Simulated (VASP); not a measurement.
The system is BIr3Br.

```
B Ir Br
1.0
     4.38127    0.00000    0.00000
     0.00000    4.38127    0.00000
     0.00000    0.00000    4.38127
B Ir Br
1 3 1
Direct
  0.50000 0.50000 0.50000
  0.00000 0.50000 0.50000
  0.50000 0.00000 0.50000
  0.50000 0.50000 0.00000
  0.00000 0.00000 0.00000
```

```yaml
Program: VASP 6.6.1
Task: relaxation of cell and atoms
Functional: PBEsol
Potentials_or_basis: VASP PAW PBE potentials, release 64 (B, Ir, Br)
Cutoff: 600 eV
k_mesh: 4 × 4 × 4, shifted
Occupations: gaussian, width 0.1175 eV
Spin: no spin polarisation
```

At the start: pressure -22.8 GPa; volume 16.82 Å³/atom.

Where does the relaxation end?

Over 7 steps the energy falls by 196.7 meV/atom and the volume is 14.45 Å³/atom (-14.1 %); space group Pm-3m (No. 221, to 0.05 Å).

Step by step:
| step | energy change (eV) | largest force (eV/Å) | pressure (GPa) | volume (Å³) |
| --- | --- | --- | --- | --- |
| 1 | 0.0000 | 0.0000 | -22.81 | 84.10 |
| 2 | 1.8557 | 0.0000 | 79.93 | 58.19 |
| 3 | -0.9797 | 0.0000 | -1.87 | 72.87 |
| 4 | -0.9832 | 0.0000 | -0.57 | 72.42 |
| 5 | -0.9835 | 0.0000 | 0.11 | 72.20 |
| 6 | -0.9835 | 0.0000 | -0.20 | 72.29 |
| 7 | -0.9835 | 0.0000 | 0.00 | 72.23 |

Final structure:
```xyz
5
Lattice="4.1646 0.0000 0.0000 0.0000 4.1646 0.0000 0.0000 0.0000 4.1646" Properties=species:S:1:pos:R:3 pbc="T T T"
B     2.0823    2.0823    2.0823
Ir    0.0000    2.0823    2.0823
Ir    2.0823    0.0000    2.0823
Ir    2.0823    2.0823    0.0000
Br    0.0000    0.0000    0.0000
```

Caveat: the PAW data sets were made with another functional, which shifts forces and pressure a little; an odd number of electrons without spin polarisation forces a metal; a magnetic or distorted state may lie lower.
